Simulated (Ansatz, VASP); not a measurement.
# SrBe4Cd: VASP beside Ansatz

```
Sr Be Cd
1.0
     0.00000    3.57843    3.57843
     3.57843    0.00000    3.57843
     3.57843    3.57843    0.00000
Sr Be Cd
1 4 1
Cartesian
  0.0000 0.0000 0.0000
  4.4942 2.6627 4.4942
  4.4942 4.4942 2.6627
  2.6627 2.6627 2.6627
  2.6627 4.4942 4.4942
  5.3676 5.3676 5.3676
```

Alike in both runs: functional PBE; k mesh 4 × 4 × 4; occupations gaussian, width 0.1 eV; no spin polarisation.

Ansatz relaxed the structure, and its values are those at the end. VASP's run is a single point on that final structure, the one shown.

|  | VASP | Ansatz |
| --- | --- | --- |
| version | VASP 6.6.1 | Ansatz 0.2.0 |
| potentials or method | VASP PAW PBE potentials, release 64 (Sr_sv, Be, Cd), cutoff 520 eV | scalar-relativistic, plane waves, PAW |
| valence electrons in the cell | 30 | 38 |

Ansatz gave:

| Quantity | Value |
| --- | --- |
| gap on the k mesh at the Fermi level (eV) | none |
| pressure (GPa) | 0.1 |
| rms of the force components (eV/Å) | 0.023 |

Problem. Which values does VASP return?

Solution. gap on the k mesh at the Fermi level (eV): none; pressure (GPa): 0.3; rms of the force components (eV/Å): 0.021.

A gap of «none» marks a metal or a gap that the smearing closes. With one functional, cell and mesh, what is left measures potentials, basis and numerics. VASP's potentials hold 30 valence electrons a cell and Ansatz's 38, so a difference there can come from the potentials and not from the codes.

The k mesh is coarse, so the values compare programs but aren't converged.
